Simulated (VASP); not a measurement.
Here is a VASP 6.6.1 calculation.

The input INCAR:

```
SYSTEM = CdSe
ALGO = Normal ; EDIFF = 1E-6
ENCUT = 520 ; GGA = PE
ISIF = 2 ; ISMEAR = -1
LASPH = .TRUE. ; LCHARG = .FALSE.
LREAL = .FALSE. ; LWAVE = .FALSE.
NBANDS = 16 ; NELM = 60
PREC = Accurate ; SIGMA = 0.03
```

The input KPOINTS:

```
k-points
0
G
  8 8 8
  0 0 0
```

The input POSCAR:

```
CdSe
1.0
    0.0000000000      2.5895670202      2.5895670202
    2.5895670202      0.0000000000      2.5895670202
    2.5895670202      2.5895670202      0.0000000000
Cd Se
1 1
Direct
    0.0000000000      0.0000000000      0.0000000000
    0.2500000000      0.2500000000      0.2500000000
```

Potentials or basis: VASP PAW PBE potentials, release 64 (Cd, Se).

The run is started by

```bash
$ cat potpaw_PBE.64/Cd/POTCAR potpaw_PBE.64/Se/POTCAR > POTCAR
$ mpirun -np 1 vasp_std > vasp.out
```

Task: Estimate the pressure.

Result: 86.9 GPa.

Task: Estimate the band gap on the k mesh.

Result: 1.40 eV, direct.

 A k mesh can miss the band edges.
